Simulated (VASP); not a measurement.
# Ga2Sb2CO: single point with PBE+D3(BJ)

The system is Ga2Sb2CO, a slab with vacuum.

```xyz
6
Lattice="4.3344 0.0000 0.0000 -2.1672 3.7537 0.0000 0.0000 0.0000 23.3197" Properties=species:S:1:pos:R:3 pbc="T T T"
Sb    0.0000    0.0000    4.0000
Sb    0.0000    2.5025    7.6992
Ga    0.0000    2.5025    4.8848
Ga    2.1672    1.2512    8.4697
O     2.1672    2.0854   12.1697
C     2.1672    2.0854   13.3197
```

```yaml
Program: VASP 6.6.1
Task: single point
Functional: PBE
Dispersion: D3(BJ)
Potentials_or_basis: VASP PAW PBE potentials, release 64 (Sb, Ga_d, O, C)
Cutoff: 520 eV
k_mesh: 6 × 6 × 1
Occupations: gaussian, width 0.1 eV
Spin: no spin polarisation
Dipole_correction: yes
Further_INCAR_settings: ALGO = Normal; EDIFF = 1e-06; NBANDS = 32
```

The largest force is 0.716 eV/Å and the band gap on the k mesh is 0.05 eV, indirect (least direct gap 0.13 eV). The dispersion energy per atom is -0.162 eV.

Forces in eV/Å, atoms in the order of the input:
```
Sb   0.000  0.001  0.174
Sb   0.000 -0.002 -0.009
Ga   0.000  0.000 -0.154
Ga   0.000 -0.001  0.009
O    0.000  0.005  0.696
C    0.000 -0.002 -0.716
```

Levels at points of the mesh, in eV from the valence-band top:
| k point | band 20 | band 21 | band 22 | band 23 | band 24 | band 25 | band 26 | band 27 |
| --- | --- | --- | --- | --- | --- | --- | --- | --- |
| (0.00, 0.00, 0.00) | -1.14 | -1.14 | 0.00 | 0.00 | 0.13 | 0.88 | 1.37 | 1.38 |
| (0.50, 0.00, 0.00) | -2.54 | -2.48 | -1.30 | -1.20 | 0.41 | 0.60 | 1.16 | 1.24 |
| (0.00, 0.50, 0.00) | -2.53 | -2.48 | -1.30 | -1.20 | 0.38 | 0.61 | 1.16 | 1.24 |

Run time: 120 s on 1 thread of Intel(R) Xeon(R) 6975P-C (Granite Rapids) (shared host), peak memory 0.56 GiB.

Caveat: spin-orbit coupling is left out, which moves the levels of the heavy elements.
